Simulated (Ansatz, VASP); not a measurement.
## One calculation of TiO2, two programs

```
Ti O
1.0
     4.56586    0.00000    0.00000
     0.00000    4.56586    0.00000
     0.00000    0.00000    2.91437
Ti O
2 4
Direct
  0.00000 0.00000 0.01962
  0.50000 0.50000 0.51962
  0.30510 0.30510 0.97065
  0.19490 0.80510 0.47065
  0.69490 0.69490 0.97065
  0.80510 0.19490 0.47065
```

Change from the starting cell: mode 1 frozen in at -0.087 Å, equal normal strain along x, y and z -0.0167.

Alike in both runs: task single point; functional PBE; k mesh 6 × 6 × 10; occupations gaussian, width 0.05 eV; no spin polarisation.

|  | VASP | Ansatz |
| --- | --- | --- |
| version | VASP 6.6.1 | Ansatz 0.2.0 |
| potentials or method | VASP PAW PBE potentials, release 64 (Ti_sv, O), cutoff 520 eV | scalar-relativistic, plane waves, PAW |
| valence electrons in the cell | 48 | 48 |

|  | VASP | Ansatz | Ansatz less VASP |
| --- | --- | --- | --- |
| gap on the k mesh at the Fermi level (eV) | 2.24 | 2.27 | +0.030 |
| least direct gap on the mesh (eV) | 2.56 | 2.59 | +0.028 |
| pressure (GPa) | 16.8 | 16.1 | -0.70 |
| traceless stress, the component that is largest in VASP (GPa) | 3.61 | 3.36 | -0.249 |
| rms of the force components (eV/Å) | 0.403 | 0.371 | -0.0319 |

Atom by atom the forces differ by 0.032 eV/Å (rms over components).
